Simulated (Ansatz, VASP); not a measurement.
**BeRe2O3: VASP beside Ansatz**

INCAR

```
SYSTEM = BeRe2O3
  PREC = Accurate
  ENCUT = 600
  EDIFF = 1E-6
  ISMEAR = 0
  SIGMA = 0.1
  LREAL = .False.
  LASPH = .True.
  NELM = 60
  ALGO = Normal
  ISIF = 3
  LWAVE = .False.
  LCHARG = .False.
  GGA = PE
  IBRION = 2
  NSW = 100
  EDIFFG = -0.01
```

The input KPOINTS:

```
regular mesh
0
Gamma
  12 12 12
  0 0 0
```

File POSCAR:

```
BeRe2O3
1.0
    4.7189472919      0.0000000000      0.0000000000
   -2.3594736459      4.0867282339      0.0000000000
    0.0000000000      0.0000000000      3.3220872464
Be Re O
1 2 3
Direct
    0.0000000000      0.0000000000      0.0000000000
    0.3333333333      0.6666666667      0.0000000000
    0.6666666667      0.3333333333      0.0000000000
    0.5000000000      0.0000000000      0.5000000000
    0.5000000000      0.5000000000      0.5000000000
    0.0000000000      0.5000000000      0.5000000000
```

Input for Ansatz:

```yaml
crystal:
  lattice:
    - [4.7189472919, 0.0, 0.0]
    - [-2.3594736459, 4.0867282339, 0.0]
    - [0.0, 0.0, 3.3220872464]
  atoms:
    - { symbol: Be, position: [0.0, 0.0, 0.0] }
    - { symbol: Re, position: [0.3333333333, 0.6666666667, 0.0] }
    - { symbol: Re, position: [0.6666666667, 0.3333333333, 0.0] }
    - { symbol: O, position: [0.5, 0.0, 0.5] }
    - { symbol: O, position: [0.5, 0.5, 0.5] }
    - { symbol: O, position: [0.0, 0.5, 0.5] }
basis:
  ecutwfc: 420
kpoints:
  mp_grid: { grid: [12, 12, 12] }
hamiltonian:
  xc: pbe
scf:
  occupations: { method: gaussian, width: 0.1 }
output:
  forces: true
  stress: true
  eigenvalues: true
  write_density: true
  write_potential: true
  elf: true
  volumetric_format: npy
relax:
  adjacent_minimum: "off"
  f_tol: 0.01
  max_steps: 80
  cell: { stress_tol: 0.05 }
```

Alike in both runs: task relaxation of cell and atoms; functional PBE; k mesh 12 × 12 × 12; occupations gaussian, width 0.1 eV; no spin polarisation.

|  | VASP | Ansatz |
| --- | --- | --- |
| version | VASP 6.6.1 | Ansatz 0.2.0 |
| potentials or method | VASP PAW PBE potentials, release 64 (Be, Re, O), cutoff 600 eV | scalar-relativistic, plane waves, PAW |
| valence electrons in the cell | 34 | 50 |

Ansatz gave:

| Quantity | Value |
| --- | --- |
| gap on the k mesh at the Fermi level, each at its own relaxed structure (eV) | none |
| relaxed volume (Å³/atom) | 10.69 |
| relaxed length of the cell vector where the two differ most in proportion (Å) | 3.326 |

Which values does VASP return?

gap on the k mesh at the Fermi level, each at its own relaxed structure (eV): none; relaxed volume (Å³/atom): 10.74; relaxed length of the cell vector where the two differ most in proportion (Å): 3.336.

A gap of «none» marks a metal or a gap that the smearing closes. VASP's potentials hold 34 valence electrons a cell and Ansatz's 50, so a difference there can come from the potentials and not from the codes.

Spin-orbit coupling is off throughout.
